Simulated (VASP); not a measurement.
# MgO (P6_3mc) in VASP: further runs

The runs below take MgO through single point, with PBE.

All numbers are computed with VASP 6.6.1; they aren't measurements. Logs are shortened: lines on timing, memory, paths and dates and some standing lists are left out, and cuts for length are marked.

**1. The cell of the first run**

It takes space group P6_3mc (No. 186, hexagonal). The conventional cell has a = 3.272 Å, b = 3.272 Å, c = 11.839 Å, α = 90.00°, β = 90.00°, γ = 120.00°. Within 2.7 Å of Mg (site symmetry 3m) lie 4 O at 2.02 to 2.24 Å. Mg (site symmetry 3m) has 4 O at 2.01 to 2.26 Å within 2.7 Å. Within 2.7 Å of O (site symmetry 3m) lie 4 Mg at 2.01 to 2.24 Å. Within 2.7 Å of O (site symmetry 3m) lie 4 Mg at 2.02 to 2.26 Å.

**2. Single point, PBE (13.72 Å³/atom)**

File INCAR:

```
SYSTEM = MgO
PREC = Accurate ; ENCUT = 520
EDIFF = 1E-7 ; ISMEAR = 0
SIGMA = 0.05 ; LREAL = .False.
LASPH = .True. ; NELM = 100
ALGO = Normal ; ISIF = 2
LWAVE = .False. ; LCHARG = .False.
GGA = PE ; NBANDS = 26
```

File KPOINTS:

```
Automatic mesh
0
Gamma
  9 9 4
  0 0 0
```

File POSCAR:

```
MgO
1.0
    3.2718426781      0.0000000000      0.0000000000
   -1.6359213391      2.8334988764      0.0000000000
    0.0000000000      0.0000000000     11.8385083622
Mg O
4 4
Direct
    0.3333333333      0.6666666667      0.9694906392
    0.0000000000      0.0000000000      0.2208211786
    0.0000000000      0.0000000000      0.7208211786
    0.6666666667      0.3333333333      0.4694906392
    0.3333333333      0.6666666667      0.7800420079
    0.0000000000      0.0000000000      0.5296443544
    0.0000000000      0.0000000000      0.0296443544
    0.6666666667      0.3333333333      0.2800420079
```

Potentials or basis: VASP PAW PBE potentials, release 64 (Mg, O).

Run with:

```console
cat potpaw_PBE.64/Mg/POTCAR potpaw_PBE.64/O/POTCAR > POTCAR
mpirun -np 1 vasp_std > vasp.out
```

OUTCAR:

```text
SYSTEM = MgO
   PREC = Accurate
   ENCUT = 520
   EDIFF = 1E-7
   ISMEAR = 0
   LREAL = .False.
   LASPH = .True.
   NELM = 100
   ISIF = 2
   GGA = PE

 ion  position               nearest neighbor table
   1  0.333  0.667  0.969-   7 2.02   7 2.02   7 2.02   5 2.24   3 3.50   3 3.50   3 3.50   2 3.52
                             2 3.52   2 3.52
   2  0.000  0.000  0.221-   8 2.01   8 2.01   8 2.01   7 2.26   4 3.50   4 3.50   4 3.50   1 3.52
                             1 3.52   1 3.52
   3  0.000  0.000  0.721-   5 2.01   5 2.01   5 2.01   6 2.26   1 3.50   1 3.50   1 3.50   4 3.52
                             4 3.52   4 3.52
   4  0.667  0.333  0.469-   6 2.02   6 2.02   6 2.02   8 2.24   2 3.50   2 3.50   2 3.50   3 3.52
                             3 3.52   3 3.52
   5  0.333  0.667  0.780-   3 2.01   3 2.01   3 2.01   1 2.24
   6  0.000  0.000  0.530-   4 2.02   4 2.02   4 2.02   3 2.26
   7  0.000  0.000  0.030-   1 2.02   1 2.02   1 2.02   2 2.26
   8  0.667  0.333  0.280-   2 2.01   2 2.01   2 2.01   4 2.24

  LATTYP: Found a hexagonal cell.
 ALAT       =     3.2718426781
 C/A-ratio  =     3.6183000000

  Lattice vectors:

 A1 = (   3.2718426781,   0.0000000000,   0.0000000000)
 A2 = (  -1.6359213391,   2.8334988764,   0.0000000000)
 A3 = (   0.0000000000,   0.0000000000,  11.8385083622)

Analysis of symmetry for initial positions (statically):
=====================================================================
 Subroutine PRICEL returns:
 Original cell was already a primitive cell.

 Routine SETGRP: Setting up the symmetry group for a
 hexagonal supercell.

 Subroutine GETGRP returns: Found 12 space group operations
 (whereof  6 operations were pure point group operations)
 out of a pool of 24 trial point group operations.

The static configuration has the point symmetry C_3v.
 The point group associated with its full space group is C_6v.

Analysis of symmetry for dynamics (positions and initial velocities):
=====================================================================
 Subroutine PRICEL returns:
 Original cell was already a primitive cell.

 Routine SETGRP: Setting up the symmetry group for a
 hexagonal supercell.

 Subroutine GETGRP returns: Found 12 space group operations
 (whereof  6 operations were pure point group operations)
 out of a pool of 24 trial point group operations.

The dynamic configuration has the point symmetry C_3v.
 The point group associated with its full space group is C_6v.

 Subroutine INISYM returns: Found 12 space group operations
 (whereof  6 operations are pure point group operations),
 and found     1 'primitive' translations

----------------------------------------------------------------------------------------

                                     Primitive cell

  volume of cell :     109.7520

  direct lattice vectors                    reciprocal lattice vectors
     3.271842678  0.000000000  0.000000000     0.305638167  0.176460278  0.000000000
    -1.635921339  2.833498876  0.000000000     0.000000000  0.352920556  0.000000000
     0.000000000  0.000000000 11.838508362     0.000000000  0.000000000  0.084470101

  length of vectors
     3.271842678  3.271842678 11.838508362     0.352920556  0.352920556  0.084470101

  position of ions in fractional coordinates (direct lattice)
     0.333333333  0.666666667  0.969490639
     0.000000000  0.000000000  0.220821179
     0.000000000  0.000000000  0.720821179
     0.666666667  0.333333333  0.469490639
     0.333333333  0.666666667  0.780042008
     0.000000000  0.000000000  0.529644354
     0.000000000  0.000000000  0.029644354
     0.666666667  0.333333333  0.280042008

  ion indices of the primitive-cell ions
   primitive index   ion index
                 1           1
                 2           2
                 3           3
                 4           4
                 5           5
                 6           6
                 7           7
                 8           8

----------------------------------------------------------------------------------------

 KPOINTS: Automatic mesh

Automatic generation of k-mesh.
 Grid dimensions read from file:
 generate k-points for:    9    9    4

 Generating k-lattice:

  Cartesian coordinates                     Fractional coordinates (reciprocal lattice)
     0.033959796  0.019606698  0.000000000     0.111111111 -0.000000000  0.000000000
     0.000000000  0.039213395  0.000000000     0.000000000  0.111111111  0.000000000
     0.000000000  0.000000000  0.021117525     0.000000000  0.000000000  0.250000000

  Length of vectors
     0.039213395  0.039213395  0.021117525

  Shift w.r.t. Gamma in fractional coordinates (k-lattice)
     0.000000000  0.000000000  0.000000000

 Subroutine IBZKPT returns following result:
 ===========================================

 Found     36 irreducible k-points:

 Following reciprocal coordinates:
            Coordinates               Weight
  0.000000  0.000000  0.000000      1.000000
  0.111111  0.000000  0.000000      6.000000
  0.222222 -0.000000  0.000000      6.000000
  0.333333  0.000000  0.000000      6.000000
  0.444444 -0.000000  0.000000      6.000000
  0.111111  0.111111  0.000000      6.000000
[... 16 lines left out ...]
  0.333333  0.222222  0.250000     24.000000
  0.333333  0.333333  0.250000      4.000000
 [... further k-points ...]
   k-points           NKPTS =     36   k-points in BZ     NKDIM =     36   number of bands    NBANDS=     26
   number of dos      NEDOS =    301   number of ions     NIONS =      8
   total plane-waves  NPLWV =  51840
   dimension x,y,z NGX =    24 NGY =   24 NGZ =   90
   dimension x,y,z NGXF=    48 NGYF=   48 NGZF=  180
   ions per type =               4   4
   NGX,Y,Z   is equivalent  to a cutoff of  12.19, 12.19, 12.64 a.u.
   NGXF,Y,Z  is equivalent  to a cutoff of  24.39, 24.39, 25.28 a.u.
 SYSTEM =  MgO
   PREC   = accura    normal or accurate (medium, high low for compatibility)
   ISTART =      0    job   : 0-new  1-cont  2-samecut
   ICHARG =      2    charge: 1-file 2-atom 10-const
   ISPIN  =      1    spin polarized calculation?
   LNONCOLLINEAR =      F non collinear calculations
   LSORBIT =      F    spin-orbit coupling
   LASPH  =      T    aspherical Exc in radial PAW
   ENCUT  =  520.0 eV  38.22 Ry    6.18 a.u.   6.08  6.08 22.01*2*pi/ulx,y,z
   NELM   =    100;   NELMIN=  2; NELMDL= -5     # of ELM steps
   EDIFF  = 0.1E-06   stopping-criterion for ELM
   LREAL  =      F    real-space projection
   EDIFFG = 0.1E-05   stopping-criterion for IOM
   NSW    =      0    number of steps for IOM
   IBRION =     -1    ionic relax: 0-MD 1-quasi-New 2-CG
   NFREE  =      0    steps in history (QN), initial steepest desc. (CG)
   ISIF   =      2    stress and relaxation
   ISYM   =      2    0-nonsym 1-usesym 2-fastsym
   POTIM  = 0.5000    time-step for ionic-motion
   TEBEG  =    0.0;   TEEND  =   0.0 temperature during run
   PSTRESS=    0.0 pullay stress
   NELECT =      32.0000    total number of electrons
   NUPDOWN=      -1.0000    fix difference up-down
   EMIN   =  10.00;   EMAX   =-10.00  energy-range for DOS
   EFERMI =   0.00;   METHOD = LEGACY
   ISMEAR =     0;   SIGMA  =   0.05  broadening in eV -4-tet -1-fermi 0-gaus
   EFERMI_NEDOS =   21; number of points for ismear=-14 and -15
   IALGO  =     38    algorithm
   IMIX   =      4    mixing-type and parameters
     AMIX     =   0.40;   BMIX     =  1.00
     AMIX_MAG =   1.60;   BMIX_MAG =  1.00
  volume/ion in A,a.u.               =      13.72        92.58
  Fermi-wavevector in a.u.,A,eV,Ry     =   1.085560  2.051412 16.033670  1.178441
  Thomas-Fermi vector in A             =   2.221677
   LORBIT       =      0    0 simple, 1 ext, 2 COOP (PROOUT), +10 PAW based schemes
   GGA     = PE    functional components
   LHFCALC =     F    Hartree Fock is set to
   AEXX    =    0.0000 exact exchange contribution
   IVDW    =     0    specifies the selected vdW correction
   LEPSILON=     F    determine dielectric tensor
   LRPA    =     F    only Hartree local field effects (RPA)
 non-spin polarized calculation
 Gauss-broadening in eV      SIGMA  =   0.05
  energy-cutoff  :      520.00
  volume of cell :      109.75
 maximum number of plane-waves:      2988
   NGX = 13   NGY = 13   NGZ = 45

 number of electron      32.0000024 magnetization

 Free energy of the ion-electron system (eV)
  ---------------------------------------------------
  ext. energy  EPLUGINS =         0.00000000
  ---------------------------------------------------
  free energy    TOTEN  =       -46.02820266 eV

  energy without entropy =      -46.02820266  energy(sigma->0) =      -46.02820266

 E-fermi :   0.4521     XC(G=0):  -9.1106

 val. band max:        0.1980832920   @ k =   0.0000   0.0000   0.0000
 cond. band min:       2.9347435658   @ k =   0.0000   0.0000   0.0000
 fundamental gap:      2.7366602738
 Fermi energy:         0.4521231756

 k-point     1 :       0.0000    0.0000    0.0000
  band No.  band energies     occupation
      1     -15.4402      2.00000
      2     -15.2823      2.00000
      3     -15.2290      2.00000
      4     -15.0608      2.00000
      5      -2.7164      2.00000
      6      -1.7171      2.00000
[... 18 lines left out ...]
     25      14.7867      0.00000
     26      14.7867      0.00000

 k-point     2 :       0.1111    0.0000    0.0000
  band No.  band energies     occupation
      1     -15.3860      2.00000
      2     -15.2373      2.00000
      3     -15.1842      2.00000
      4     -15.0263      2.00000
      5      -2.5850      2.00000
      6      -1.6864      2.00000
[... 18 lines left out ...]
     25      13.7221      0.00000
     26      14.3038      0.00000

 k-point     3 :       0.2222   -0.0000    0.0000
  band No.  band energies     occupation
      1     -15.2427      2.00000
      2     -15.1207      2.00000
      3     -15.0681      2.00000
      4     -14.9401      2.00000
      5      -2.2172      2.00000
      6      -1.7301      2.00000
[... 572 lines left out ...]
 k-point    23 :       0.3333    0.2222    0.2500
  band No.  band energies     occupation
      1     -14.8713      2.00000
      2     -14.8562      2.00000
      3     -14.7962      2.00000
      4     -14.7817      2.00000
      5      -2.0901      2.00000
      6      -1.9895      2.00000
[... 18 lines left out ...]
     25      11.6288      0.00000
     26      11.6926      0.00000

 k-point    24 :       0.3333    0.3333    0.2500
  band No.  band energies     occupation
      1     -14.8278      2.00000
      2     -14.8278      2.00000
      3     -14.7771      2.00000
      4     -14.7763      2.00000
      5      -1.7685      2.00000
      6      -1.7685      2.00000
[... 18 lines left out ...]
     25      11.4054      0.00000
     26      11.4578      0.00000

 [... further k-points ...]
[... 5 lines left out ...]
  --------------------------------------------------------------------------------------
  -------------------------------------------------------------------------------------
  Total       -2.2978008     -2.2978008    -13.6059441      0.0000000      0.0000000      0.0000000
  in kB      -33.5436646    -33.5436646   -198.6217586      0.0000000      0.0000000      0.0000000
  external PRESSURE =     -88.5696959 kB  Pullay stress =       0.0000000 kB

 VOLUME and BASIS-vectors are now :
 -----------------------------------------------------------------------------
  energy-cutoff  :      520.00
  volume of cell :      109.75
      direct lattice vectors                 reciprocal lattice vectors
     3.271842678  0.000000000  0.000000000     0.305638167  0.176460278  0.000000000
    -1.635921339  2.833498876  0.000000000     0.000000000  0.352920556  0.000000000
     0.000000000  0.000000000 11.838508362     0.000000000  0.000000000  0.084470101

 POSITION                                       TOTAL-FORCE (eV/Angst)
 -----------------------------------------------------------------------------------
     -0.00000      1.88900     11.47732        -0.000000     -0.000000     -0.156160
      0.00000      0.00000      2.61419         0.000000      0.000000     -0.200230
      0.00000      0.00000      8.53345        -0.000000     -0.000000     -0.200230
      1.63592      0.94450      5.55807         0.000000      0.000000     -0.156160
     -0.00000      1.88900      9.23453         0.000000     -0.000000      0.212450
      0.00000      0.00000      6.27020         0.000000      0.000000      0.143940
      0.00000      0.00000      0.35094         0.000000      0.000000      0.143940
      1.63592      0.94450      3.31528         0.000000      0.000000      0.212450
 -----------------------------------------------------------------------------------
    total drift:                                0.000000      0.000000      0.001205

  FREE ENERGIE OF THE ION-ELECTRON SYSTEM (eV)
  ---------------------------------------------------
  free  energy   TOTEN  =       -46.0282026598 eV

  energy  without entropy=      -46.0282026598  energy(sigma->0) =      -46.02820266
```

Run time: 62 s. Hardware: 1 thread of AMD EPYC 9R45 (Zen 5), shared host; peak memory 0.22 GiB.

What came out:

```
Free energy            : -46.0282 eV
Pressure               : -8.9 GPa
Largest force          : 0.212 eV/Å
Band gap on the k mesh : 2.74 eV
```

Forces on the atoms (eV/Å):
```
Mg   0.000  0.000 -0.156
Mg   0.000  0.000 -0.200
Mg   0.000  0.000 -0.200
Mg   0.000  0.000 -0.156
O    0.000  0.000  0.212
O    0.000  0.000  0.144
O    0.000  0.000  0.144
O    0.000  0.000  0.212
```

Caveat: the cell stands under tension; an odd mesh through Γ misses points on the zone boundary, where band edges can lie.

**3. Single point, PBE (13.72 Å³/atom)**

File INCAR:

```
PREC = Accurate
ENCUT = 520
EDIFF = 1E-7
ISMEAR = 0
SIGMA = 0.05
LREAL = F
LASPH = T
NELM = 80
ALGO = Normal
ISIF = 2
LWAVE = F
LCHARG = F
GGA = PE
NBANDS = 26
```

File KPOINTS:

```
regular mesh
0
Gamma
  9 9 4
```

POSCAR, as its differences from that of step 2:

```diff
@@ -2,5 +2,5 @@
 1.0
-    3.2718426781      0.0000000000      0.0000000000
-   -1.6359213391      2.8334988764      0.0000000000
-    0.0000000000      0.0000000000     11.8385083622
+    3.4068567894      0.0000000000      0.0000000000
+   -1.7034283947      2.9504245266      0.0000000000
+    0.0000000000      0.0000000000     10.9187784896
 Mg O
```

Potentials or basis: VASP PAW PBE potentials, release 64 (Mg, O).

Run with:

```console
cat potpaw_PBE.64/Mg/POTCAR potpaw_PBE.64/O/POTCAR > POTCAR
mpirun -np 1 vasp_std > vasp.out
```

It took 76 s on 1 thread of AMD EPYC 9R45 (Zen 5), shared host; peak memory 0.25 GiB.

It converged, with:

| Quantity | Value |
| --- | --- |
| Free energy | -46.4818 eV |
| Pressure | -10.7 GPa |
| Largest force | 0.040 eV/Å |
| Band gap on the k mesh | 2.86 eV |

Forces on the atoms (eV/Å):
```
Mg   0.000  0.000 -0.036
Mg   0.000  0.000 -0.009
Mg   0.000  0.000 -0.009
Mg   0.000  0.000 -0.036
O    0.000  0.000  0.040
O    0.000  0.000  0.005
O    0.000  0.000  0.005
O    0.000  0.000  0.040
```

Stress tensor (GPa, compression positive):
```
-10.89   0.00   0.00
  0.00 -10.89   0.00
  0.00   0.00 -10.43
```

Levels at points of the mesh, in eV from the valence-band top:
| k point | band 12 | band 13 | band 14 | band 15 | band 16 | band 17 | band 18 | band 19 | band 20 | band 21 |
| --- | --- | --- | --- | --- | --- | --- | --- | --- | --- | --- |
| (0.00, 0.00, 0.00) | -0.20 | -0.20 | -0.10 | -0.10 | 0.00 | 2.86 | 5.07 | 5.18 | 7.67 | 8.83 |
| (0.00, 0.00, 0.50) | -0.28 | -0.13 | -0.13 | -0.13 | -0.13 | 3.66 | 3.66 | 6.62 | 6.62 | 10.00 |

Caveat: the cell stands under tension; an odd mesh through Γ misses points on the zone boundary, where band edges can lie.

(Continued in part 2 of 2.)
